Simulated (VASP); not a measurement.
Crystal: BaO.

```
CELL_PARAMETERS angstrom
0.00000 2.78666 2.78666
2.78666 0.00000 2.78666
2.78666 2.78666 0.00000
ATOMIC_POSITIONS crystal
Ba 0.00000 0.00000 0.00000
O 0.50000 0.50000 0.50000
```

- Program: VASP 6.6.1
- Task: relaxation of cell and atoms
- Functional: LDA
- Potentials or basis: VASP PAW LDA potentials, release 64 (Ba_sv, O)
- Cutoff: 600 eV
- k mesh: 8 × 8 × 8
- Occupations: gaussian, width 0.02 eV
- Spin: no spin polarisation

At the start: pressure -3.9 GPa; volume 21.64 Å³/atom.

How do energy, volume and symmetry change on relaxing?

Over 3 steps the energy falls by 13.9 meV/atom and the volume is 20.55 Å³/atom (-5.0 %); space group Fm-3m (No. 225, to 0.05 Å).

Step by step:
| step | energy change (eV) | largest force (eV/Å) | pressure (GPa) | volume (Å³) |
| --- | --- | --- | --- | --- |
| 1 | 0.0000 | 0.0000 | -3.89 | 43.28 |
| 2 | -0.0208 | 0.0000 | 2.26 | 40.07 |
| 3 | -0.0279 | 0.0000 | 0.00 | 41.09 |

Final structure:
```
CELL_PARAMETERS angstrom
0.00000 2.73896 2.73896
2.73896 0.00000 2.73896
2.73896 2.73896 0.00000
ATOMIC_POSITIONS crystal
Ba 0.00000 0.00000 0.00000
O 0.50000 0.50000 0.50000
```
